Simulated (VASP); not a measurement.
Runs of VASP 6.6.1 on Be. The structure is that of space group Pm-3m (No. 221), or close to it. The cells are those of the table. 

```tsv
task	cell	cutoff (eV)	k mesh for the DOS	occupations for the DOS	gap on the mesh (eV)	pressure (GPa)
single point	a = 2.082 Å, 1 atom	600	-	-	none	12.1
single point	a = 1.640 Å, 1 atom	600	-	-	none	244.6
single point	a = 2.000 Å, 1 atom	600	-	-	none	(a)
single point	a = 1.911 Å, 1 atom	600	-	-	none	55.6
```

Alike in all rows: level PBE; potentials or basis VASP PAW PBE potentials, release 64 (Be); no spin polarisation; k mesh 20 × 20 × 20; smearing fermi-dirac 0.1 eV.

Problem. Fill in the values left out.

Solution. (a) 28.7.

A gap of «none» marks levels without a gap at the run's occupations.
